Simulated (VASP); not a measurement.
## GaP: G0W0 quasiparticle levels with PBEsol

The system is GaP.

```xyz
2
Lattice="0.0000 2.7464 2.6948 2.7464 0.0000 2.6948 2.7464 2.7464 0.0000" Properties=species:S:1:pos:R:3 pbc="T T T"
Ga    0.0000    0.0000    0.0000
P     1.3732    1.3732    1.3474
```

* Program: VASP 6.6.1
* Task: G0W0 quasiparticle levels
* Functional: PBEsol
* Potentials or basis: VASP PAW PBE potentials, release 64 (Ga_d_GW, P_GW)
* Cutoff: 500 eV
* k mesh: 4 × 4 × 4
* Occupations: gaussian, width 0.01 eV
* Spin: no spin polarisation
* Dipole correction: no
* GW scheme: G0W0
* GW iterations: 1
* Cutoff of the response function: 180
* Frequency points: 96
* Empty bands: 222
* Further INCAR settings: ALGO = EVGW0; EDIFF = 1e-08; NBANDS = 231

```json
{
  "Quasiparticle gap": "1.98 eV",
  "Least direct quasiparticle gap": "2.55 eV",
  "Band gap of the starting levels on the mesh": "1.34 eV",
  "Least direct gap of the starting levels on the mesh": "1.63 eV"
}
```

It took 8.5 min on 1 thread of Intel(R) Xeon(R) Platinum 8259CL CPU @ 2.50GHz (Skylake/Cascade Lake), with other jobs on the host, peak memory 0.61 GiB.

Caveat: the k points lie up to 0.50 Å⁻¹ apart; bands, screening cutoff and mesh are small and nothing is extrapolated, so the quasiparticle values aren't converged.
